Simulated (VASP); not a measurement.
Set up this calculation in VASP 6.6.1, as the native input.

| Property | Result |
| --- | --- |
| Task | single point |
| Functional | LDA |
| Potentials or basis | VASP PAW LDA potentials, release 64 (Cu_sv_GW) |
| Cutoff | 820 eV |
| k mesh | 7 × 7 × 2 |
| Occupations | fermi-dirac, width 0.1 eV |
| Spin | no spin polarisation |
| Dipole correction | no |
| Further INCAR settings | ALGO = Normal; EDIFF = 1e-06; NBANDS = 46 |

The structure of Cu lies in POSCAR:

```
Cu
1.0
    2.5349709229      0.0000000000      0.0000000000
   -1.2674854615      2.1953567788      0.0000000000
    0.0000000000      0.0000000000      8.2755668140
Cu
4
Direct
    0.9925800000      0.9985900000      0.9998000000
    0.3240000000      0.6569400000      0.2506100000
    0.0082400000      0.0061200000      0.5010500000
    0.6724400000      0.3369600000      0.7519600000
```

The input as run:

INCAR

```
ALGO = Normal
EDIFF = 1E-6
ENCUT = 820
GGA_COMPAT = False
ISIF = 2
ISMEAR = -1
LASPH = True
LCHARG = False
LREAL = False
LWAVE = False
NBANDS = 46
NELM = 120
PREC = Accurate
SIGMA = 0.1
```

KPOINTS

```
k-points
0
Gamma
  7 7 2
```

Potentials or basis: VASP PAW LDA potentials, release 64 (Cu_sv_GW).

Launch:

```console
$ cat potpaw_LDA.64/Cu_sv_GW/POTCAR > POTCAR
$ mpirun -np 1 vasp_std > vasp.out
```

It gave:

```json
{"Pressure": "-10.6 GPa", "Largest force": "0.095 eV/Å", "Band gap on the k mesh": "zero (bands 38 and 39 overlap by 4.24 eV)"}
```

Caveat: the k points lie up to 0.41 Å⁻¹ apart, too coarse for converged energies and pressures of a metal.

It took 3.8 min on 1 thread of AMD EPYC 7R13 Processor (Zen 3) (shared host), peak memory 0.26 GiB.
